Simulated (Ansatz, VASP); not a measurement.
**One calculation of YAl2N3, two programs**

```
CELL_PARAMETERS angstrom
3.29952 0.00000 0.00000
-1.64976 2.85746 0.00000
0.00000 0.00000 8.31775
ATOMIC_POSITIONS crystal
Y 0.33333 0.66667 0.66695
Al 0.00000 0.00000 0.01971
Al 0.66667 0.33333 0.31938
N 0.33333 0.66667 0.94742
N 0.66667 0.33333 0.54711
N 0.00000 0.00000 0.24942
```

Alike in both runs: task relaxation of cell and atoms; functional PBE; k mesh 12 × 12 × 4; occupations gaussian, width 0.02 eV; no spin polarisation.

```csv
,VASP,Ansatz
version,VASP 6.6.1,Ansatz 0.2.0
potentials or method,"VASP PAW PBE potentials, release 64 (Y_sv, Al, N), cutoff 600 eV","scalar-relativistic, plane waves, PAW"
valence electrons in the cell,32,32
```

```csv
,VASP,Ansatz,Ansatz less VASP
"gap on the k mesh at the Fermi level, each at its own relaxed structure (eV)",2.11,2.11,-0.004
relaxed volume (Å³/atom),13.02,13.05,+0.031
relaxed cell length with the largest relative difference (Å),3.293,3.296,+0.0034
```
